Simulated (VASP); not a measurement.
# Nb4H in VASP: notebook

Runs on Nb4H. Level: PBE. Tasks: single point.

Everything below comes from runs of VASP 6.6.1. Logs are shortened: lines on timing, memory, paths and dates and some standing lists are left out, and cuts for length are marked.

**1. The cell of the first run**

The cell holds a slab with vacuum, 5 atoms: a = 2.983 Å, b = 4.218 Å, c = 19.813 Å, α = 90.00°, β = 90.00°, γ = 90.00°.

**2. Single point, PBE**

Contents of INCAR:

```
SYSTEM = Nb4H
  ALGO = Normal
  DIPOL = 0.5 0.5 0.348
  EDIFF = 1E-7
  ENCUT = 520
  GGA = PE
  IDIPOL = 3
  ISIF = 2
  ISMEAR = 0
  LASPH = .TRUE.
  LCHARG = .FALSE.
  LDIPOL = .TRUE.
  LREAL = .FALSE.
  LWAVE = .FALSE.
  NBANDS = 34
  NELM = 100
  PREC = Accurate
  SIGMA = 0.1
```

Contents of KPOINTS:

```
k-points
0
G
  9 6 1
  0 0 0
```

Contents of POSCAR:

```
Nb4H
1.0
    2.9829001615      0.0000000000      0.0000000000
    0.0000000000      4.2184578637      0.0000000000
    0.0000000000      0.0000000000     19.8127690725
Nb H
4 1
Direct
    0.5000000000      0.5000000000      0.2018900026
    0.0000000000      0.0000000000      0.2771672178
    0.5000000000      0.5000000000      0.3569599732
    0.0000000000      0.0000000000      0.4195662425
    0.3333333333      0.2000000000      0.4849524245
```

Potentials or basis: VASP PAW PBE potentials, release 64 (Nb_sv, H).

Launch:

```
> cat potpaw_PBE.64/Nb_sv/POTCAR potpaw_PBE.64/H/POTCAR > POTCAR
> mpirun -np 1 vasp_std > vasp.out
```

OUTCAR:

```text
SYSTEM = Nb4H
   EDIFF = 1E-7
   ENCUT = 520
   GGA = PE
   ISIF = 2
   ISMEAR = 0
   LASPH = .TRUE.
   LREAL = .FALSE.
   NELM = 100
   PREC = Accurate

 ion  position               nearest neighbor table
   1  0.500  0.500  0.202-   2 2.98   2 2.98   2 2.98   2 2.98
   2  0.000  0.000  0.277-   4 2.82   1 2.98   1 2.98   1 2.98   1 2.98   3 3.03   3 3.03   3 3.03
                             3 3.03
   3  0.500  0.500  0.357-   4 2.87   4 2.87   4 2.87   4 2.87   2 3.03   2 3.03   2 3.03   2 3.03

   4  0.000  0.000  0.420-   5 1.84   2 2.82   3 2.87   3 2.87   3 2.87   3 2.87
   5  0.333  0.200  0.485-   4 1.84

  LATTYP: Found a simple orthorhombic cell.
 ALAT       =     2.9829001615
 B/A-ratio  =     1.4142135624
 C/A-ratio  =     6.6421160615

  Lattice vectors:

 A1 = (   2.9829001615,   0.0000000000,   0.0000000000)
 A2 = (   0.0000000000,   4.2184578637,   0.0000000000)
 A3 = (   0.0000000000,   0.0000000000,  19.8127690725)

Analysis of symmetry for initial positions (statically):
=====================================================================
 Subroutine PRICEL returns:
 Original cell was already a primitive cell.

 Routine SETGRP: Setting up the symmetry group for a
 simple orthorhombic supercell.

 Subroutine GETGRP returns: Found  1 space group operations
 (whereof  1 operations were pure point group operations)
 out of a pool of  8 trial point group operations.

The static configuration has the point symmetry C_1 .

Analysis of symmetry for dynamics (positions and initial velocities):
=====================================================================
 Subroutine PRICEL returns:
 Original cell was already a primitive cell.

 Routine SETGRP: Setting up the symmetry group for a
 simple orthorhombic supercell.

 Subroutine GETGRP returns: Found  1 space group operations
 (whereof  1 operations were pure point group operations)
 out of a pool of  8 trial point group operations.

The dynamic configuration has the point symmetry C_1 .

 Subroutine INISYM returns: Found  1 space group operations
 (whereof  1 operations are pure point group operations),
 and found     1 'primitive' translations

----------------------------------------------------------------------------------------

                                     Primitive cell

  volume of cell :     249.3088

  direct lattice vectors                    reciprocal lattice vectors
     2.982900161  0.000000000  0.000000000     0.335244207  0.000000000  0.000000000
     0.000000000  4.218457864  0.000000000     0.000000000  0.237053452  0.000000000
     0.000000000  0.000000000 19.812769073     0.000000000  0.000000000  0.050472501

  length of vectors
     2.982900161  4.218457864 19.812769073     0.335244207  0.237053452  0.050472501

  position of ions in fractional coordinates (direct lattice)
     0.500000000  0.500000000  0.201890003
     0.000000000  0.000000000  0.277167218
     0.500000000  0.500000000  0.356959973
     0.000000000  0.000000000  0.419566242
     0.333333333  0.200000000  0.484952425

  ion indices of the primitive-cell ions
   primitive index   ion index
                 1           1
                 2           2
                 3           3
                 4           4
                 5           5

----------------------------------------------------------------------------------------

 KPOINTS: k-points

Automatic generation of k-mesh.
 Grid dimensions read from file:
 generate k-points for:    9    6    1

 Generating k-lattice:

  Cartesian coordinates                     Fractional coordinates (reciprocal lattice)
     0.037249356  0.000000000  0.000000000     0.111111111  0.000000000  0.000000000
     0.000000000  0.039508909  0.000000000     0.000000000  0.166666667  0.000000000
     0.000000000  0.000000000  0.050472501     0.000000000  0.000000000  1.000000000

  Length of vectors
     0.037249356  0.039508909  0.050472501

  Shift w.r.t. Gamma in fractional coordinates (k-lattice)
     0.000000000  0.000000000  0.000000000

 Subroutine IBZKPT returns following result:
 ===========================================

 Found     28 irreducible k-points:

 Following reciprocal coordinates:
            Coordinates               Weight
  0.000000  0.000000  0.000000      1.000000
  0.111111  0.000000  0.000000      2.000000
  0.222222  0.000000  0.000000      2.000000
  0.333333  0.000000  0.000000      2.000000
  0.444444  0.000000  0.000000      2.000000
  0.000000  0.166667  0.000000      2.000000
[... 16 lines left out ...]
  0.444444 -0.333333  0.000000      2.000000
  0.000000  0.500000  0.000000      1.000000
 [... further k-points ...]
   k-points           NKPTS =     28   k-points in BZ     NKDIM =     28   number of bands    NBANDS=     34
   number of dos      NEDOS =    301   number of ions     NIONS =      5
   total plane-waves  NPLWV = 115200
   dimension x,y,z NGX =    24 NGY =   32 NGZ =  150
   dimension x,y,z NGXF=    48 NGYF=   64 NGZF=  300
   ions per type =               4   1
   NGX,Y,Z   is equivalent  to a cutoff of  13.38, 12.61, 12.59 a.u.
   NGXF,Y,Z  is equivalent  to a cutoff of  26.75, 25.22, 25.17 a.u.
 SYSTEM =  Nb4H
   PREC   = accura    normal or accurate (medium, high low for compatibility)
   ISTART =      0    job   : 0-new  1-cont  2-samecut
   ICHARG =      2    charge: 1-file 2-atom 10-const
   ISPIN  =      1    spin polarized calculation?
   LNONCOLLINEAR =      F non collinear calculations
   LSORBIT =      F    spin-orbit coupling
   LASPH  =      T    aspherical Exc in radial PAW
   ENCUT  =  520.0 eV  38.22 Ry    6.18 a.u.   5.55  7.84 36.84*2*pi/ulx,y,z
   NELM   =    100;   NELMIN=  2; NELMDL= -5     # of ELM steps
   EDIFF  = 0.1E-06   stopping-criterion for ELM
   LREAL  =      F    real-space projection
   EDIFFG = 0.1E-05   stopping-criterion for IOM
   NSW    =      0    number of steps for IOM
   IBRION =     -1    ionic relax: 0-MD 1-quasi-New 2-CG
   NFREE  =      0    steps in history (QN), initial steepest desc. (CG)
   ISIF   =      2    stress and relaxation
   ISYM   =      2    0-nonsym 1-usesym 2-fastsym
   POTIM  = 0.5000    time-step for ionic-motion
   TEBEG  =    0.0;   TEEND  =   0.0 temperature during run
   PSTRESS=    0.0 pullay stress
   NELECT =      53.0000    total number of electrons
   NUPDOWN=      -1.0000    fix difference up-down
   EMIN   =  10.00;   EMAX   =-10.00  energy-range for DOS
   EFERMI =   0.00;   METHOD = LEGACY
   ISMEAR =     0;   SIGMA  =   0.10  broadening in eV -4-tet -1-fermi 0-gaus
   EFERMI_NEDOS =   21; number of points for ismear=-14 and -15
   IALGO  =     38    algorithm
   IMIX   =      4    mixing-type and parameters
     AMIX     =   0.40;   BMIX     =  1.00
     AMIX_MAG =   1.60;   BMIX_MAG =  1.00
  volume/ion in A,a.u.               =      49.86       336.48
  Fermi-wavevector in a.u.,A,eV,Ry     =   0.977059  1.846374 12.988732  0.954645
  Thomas-Fermi vector in A             =   2.107727
   LORBIT       =      0    0 simple, 1 ext, 2 COOP (PROOUT), +10 PAW based schemes
   GGA     = PE    functional components
   LHFCALC =     F    Hartree Fock is set to
   AEXX    =    0.0000 exact exchange contribution
   IVDW    =     0    specifies the selected vdW correction
   LEPSILON=     F    determine dielectric tensor
   LRPA    =     F    only Hartree local field effects (RPA)
 non-spin polarized calculation
 Gauss-broadening in eV      SIGMA  =   0.10
  energy-cutoff  :      520.00
  volume of cell :      249.31
 maximum number of plane-waves:      6753
 NGX is ok and might be reduce to    24
   NGX = 11   NGY = 15   NGZ = 73

 dipolmoment           0.000000      0.000000     -0.142183 electrons x Angstroem

 number of electron      53.0000006 magnetization

 dipolmoment           0.000000      0.000000      0.091027 electrons x Angstroem

 Free energy of the ion-electron system (eV)
  ---------------------------------------------------
  ext. energy  EPLUGINS =         0.00000000
  ---------------------------------------------------
  free energy    TOTEN  =       -39.70813352 eV

  energy without entropy =      -39.67134773  energy(sigma->0) =      -39.68974063

 E-fermi :   0.4650     XC(G=0):  -4.8967

 val. band max:        0.4636931700   @ k =   0.4444   0.1667   0.0000
 cond. band min:       0.4669110719   @ k =   0.3333   0.3333   0.0000
 fundamental gap:      0.0032179019
 Fermi energy:         0.4649672544

 k-point     1 :       0.0000    0.0000    0.0000
  band No.  band energies     occupation
      1     -54.4955      2.00000
      2     -54.3382      2.00000
      3     -54.2264      2.00000
      4     -54.0918      2.00000
      5     -30.8422      2.00000
      6     -30.6903      2.00000
[... 26 lines left out ...]
     33       2.3410      0.00000
     34       2.5782      0.00000

 k-point     2 :       0.1111    0.0000    0.0000
  band No.  band energies     occupation
      1     -54.4859      2.00000
      2     -54.3261      2.00000
      3     -54.2199      2.00000
      4     -54.0906      2.00000
      5     -30.8072      2.00000
      6     -30.6876      2.00000
[... 26 lines left out ...]
     33       2.5350      0.00000
     34       2.7180      0.00000

 k-point     3 :       0.2222    0.0000    0.0000
  band No.  band energies     occupation
      1     -54.4614      2.00000
      2     -54.2944      2.00000
      3     -54.2026      2.00000
      4     -54.0893      2.00000
      5     -30.7117      2.00000
      6     -30.6917      2.00000
[... 26 lines left out ...]
     33       2.5300      0.00000
     34       2.9659      0.00000
[... 704 lines left out ...]
 k-point    23 :       0.4444   -0.3333    0.0000
  band No.  band energies     occupation
      1     -54.4138      2.00000
      2     -54.2287      2.00000
      3     -54.1547      2.00000
      4     -54.1067      2.00000
      5     -30.8724      2.00000
      6     -30.8357      2.00000
[... 26 lines left out ...]
     33       2.8994      0.00000
     34       3.0428      0.00000

 k-point    24 :       0.0000    0.5000    0.0000
  band No.  band energies     occupation
      1     -54.4746      2.00000
      2     -54.2910      2.00000
      3     -54.2160      2.00000
      4     -54.1709      2.00000
      5     -30.8790      2.00000
      6     -30.8606      2.00000
[... 26 lines left out ...]
     33       2.1617      0.00000
     34       2.2694      0.00000

 [... further k-points ...]

------------------------ aborting loop because EDIFF is reached ----------------------------------------

 vacuum level on the upper side and lower side of the slab       (xc-potential included)         0.528        -0.798

  FORCE on cell =-STRESS in cart. coord.  units (eV):
  Direction    XX          YY          ZZ          XY          YZ          ZX
  --------------------------------------------------------------------------------------
  -------------------------------------------------------------------------------------
  Total       -5.2451216     -5.0224784     -1.3158359      0.5738387      0.6580847      1.2214502
  in kB      -33.7076546    -32.2768431     -8.4561896      3.6877611      4.2291664      7.8496220
  external PRESSURE =     -24.8135624 kB  Pullay stress =       0.0000000 kB

 VOLUME and BASIS-vectors are now :
 -----------------------------------------------------------------------------
  energy-cutoff  :      520.00
  volume of cell :      249.31
      direct lattice vectors                 reciprocal lattice vectors
     2.982900161  0.000000000  0.000000000     0.335244207  0.000000000  0.000000000
     0.000000000  4.218457864  0.000000000     0.000000000  0.237053452  0.000000000
     0.000000000  0.000000000 19.812769073     0.000000000  0.000000000  0.050472501

 POSITION                                       TOTAL-FORCE (eV/Angst)
 -----------------------------------------------------------------------------------
      1.49145      2.10923      4.00000        -0.007790      0.047533      1.262242
      0.00000      0.00000      5.49145         0.172537     -0.132482     -1.401551
      1.49145      2.10923      7.07237        -0.357848     -0.552753     -0.182047
      0.00000      0.00000      8.31277        -0.757421      0.789217      0.316991
      0.99430      0.84369      9.60825         0.950523     -0.151515      0.004365
 -----------------------------------------------------------------------------------
    total drift:                                0.000018     -0.000049      0.000394

  FREE ENERGIE OF THE ION-ELECTRON SYSTEM (eV)
  ---------------------------------------------------
  free  energy   TOTEN  =       -39.7081335250 eV

  energy  without entropy=      -39.6713477291  energy(sigma->0) =      -39.68974063

 vacuum level on the upper side and lower side of the slab         5.246         3.886
```

Run time: 3.4 min. Hardware: 1 thread of Intel Xeon 6975P-C (Granite Rapids), shared host; peak memory 0.43 GiB.

What came out:

| Property | Result |
| --- | --- |
| Free energy | -39.7081 eV |
| Largest force | 1.418 eV/Å |

Forces on the atoms (eV/Å):
```
Nb  -0.008  0.048  1.262
Nb   0.173 -0.132 -1.402
Nb  -0.358 -0.553 -0.182
Nb  -0.757  0.789  0.317
H    0.951 -0.152  0.004
```

Levels at points of the mesh, in eV from the Fermi level:
```
           k point  band 24  band 25  band 26  band 27  band 28  band 29
(0.00, 0.00, 0.00)    -0.78    -0.47    -0.22     0.25     0.34     0.44
(0.00, 0.50, 0.00)    -0.47    -0.19     0.26     0.28     0.42     0.49
```

**3. Single point, PBE**

Contents of INCAR:

```
ALGO = Normal ; DIPOL = 0.5 0.5 0.351
EDIFF = 1E-7 ; ENCUT = 520
GGA = PE ; IDIPOL = 3
ISIF = 2 ; ISMEAR = 0
LASPH = T ; LCHARG = T
LDIPOL = T ; LELF = T
LREAL = F ; LVACPOTAV = T
LVHAR = T ; LWAVE = F
NBANDS = 34 ; NELM = 60
PREC = Accurate ; SIGMA = 0.1
```

Contents of KPOINTS:

```
k-points
0
Gamma
  9 6 1
```

POSCAR: that of step 2 with these lines changed.

```diff
@@ -12,2 +12,2 @@
     0.0000000000      0.0000000000      0.4195662425
-    0.3333333333      0.2000000000      0.4849524245
+    0.1666666667      0.2000000000      0.4976746751
```

Potentials or basis: VASP PAW PBE potentials, release 64 (Nb_sv, H).

Launch:

```
> cat potpaw_PBE.64/Nb_sv/POTCAR potpaw_PBE.64/H/POTCAR > POTCAR
> mpirun -np 1 vasp_std > vasp.out
```

It took 3.3 min on 1 thread of Intel Xeon 6975P-C (Granite Rapids), shared host; peak memory 0.43 GiB.

Results (log left out):

| Property | Result |
| --- | --- |
| Free energy | -39.3380 eV |
| Largest force | 1.497 eV/Å |

Forces in eV/Å, atoms in the order of the input:
```
Nb  -0.026  0.042  1.247
Nb   0.241 -0.118 -1.473
Nb  -0.370 -0.604 -0.154
Nb  -0.353  0.881  0.379
H    0.508 -0.200  0.000
```

Levels at points of the mesh, in eV from the Fermi level:
| k point | band 23 | band 24 | band 25 | band 26 | band 27 | band 28 | band 29 | band 30 |
| --- | --- | --- | --- | --- | --- | --- | --- | --- |
| (0.00, 0.00, 0.00) | -1.34 | -0.84 | -0.45 | -0.21 | 0.30 | 0.34 | 0.47 | 0.91 |
| (0.00, 0.50, 0.00) | -1.15 | -0.45 | -0.20 | 0.27 | 0.29 | 0.42 | 0.52 | 0.64 |
